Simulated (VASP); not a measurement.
Runs of VASP 6.6.1 on GaO. The structure is that of space group F-43m (No. 216), or close to it. The cells are those of the table. 

| task | spin | cell | k mesh | cutoff (eV) | gap on the mesh (eV) | pressure (GPa) | moment (μB) | relaxed volume (Å³/atom) |
| --- | --- | --- | --- | --- | --- | --- | --- | --- |
| single point | off | a = 3.429 Å, angles 60.0°, 2 atoms | 20 × 20 × 20 | 520 | none | (a) | - | - |
| single point | collinear, ferromagnetic start | a = 3.346 Å, angles 60.0°, 2 atoms | 6 × 6 × 6 | 520 | none | 9.0 | 0.00 | - |
| single point | off | a = 3.438 Å, angles 60.0°, 2 atoms | 6 × 6 × 6 | 520 | none | 0.5 | - | - |
| single point | collinear, ferromagnetic start | a = 3.438 Å, angles 60.0°, 2 atoms | 6 × 6 × 6 | 520 | none | 0.5 | 0.00 | - |
| relaxation of cell and atoms | off | relaxed from a = 3.438 Å, angles 60.0°, 2 atoms | 20 × 20 × 20 | 600 | none | -0.1 | - | 14.31 |
| single point | off | a = 3.346 Å, angles 60.0°, 2 atoms | 6 × 6 × 6 | 520 | none | 9.0 | - | - |
| relaxation of cell and atoms | off | relaxed from a = 3.346 Å, angles 60.0°, 2 atoms | 6 × 6 × 6 | 600 | none | 0.1 | - | 14.40 |

Alike in all rows: level PBE; potentials or basis VASP PAW PBE potentials, release 64 (Ga_d, O); smearing gaussian 0.1 eV.

Problem. Fill in the values left out.

Solution. (a) 0.4.

Caveats: some runs use coarse meshes; an odd number of electrons without spin polarisation forces a metal (some runs); a magnetic or distorted state may lie lower (some runs).

A k mesh can miss the band edges, and the runs leave out spin-orbit coupling on Ga.

A gap of «none» marks levels without a gap at the run's occupations.
